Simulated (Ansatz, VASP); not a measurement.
**One calculation of SnTe3, two programs**

```xyz
4
Lattice="0.0000 3.7171 3.7171 3.7171 0.0000 3.7171 3.7171 3.7171 0.0000" Properties=species:S:1:pos:R:3 pbc="T T T"
Sn    0.0000    0.0000    0.0000
Te    1.8586    1.8586    1.8586
Te    5.5757    5.5757    5.5757
Te    3.7171    3.7171    3.7171
```

Alike in both runs: task single point; functional PBE; dispersion D3(BJ); k mesh 3 × 3 × 3; occupations fermi-dirac, width 0.05 eV; no spin polarisation.

|  | VASP | Ansatz |
| --- | --- | --- |
| version | VASP 6.6.1 | Ansatz 0.2.0 |
| potentials or method | VASP PAW PBE potentials, release 64 (Sn_d, Te), cutoff 500 eV | plane waves, PAW |
| valence electrons in the cell | 32 | 62 |

VASP gave:

```
pressure (GPa) : 1.0
```

Task: What did Ansatz give for the same quantities?

Result: Pressure (GPa): 1.1.

VASP's potentials hold 32 valence electrons a cell and Ansatz's 62, so a difference there can come from the potentials and not from the codes.

The k mesh is coarse, so the values compare programs but aren't converged. Neither program's run includes spin-orbit coupling.
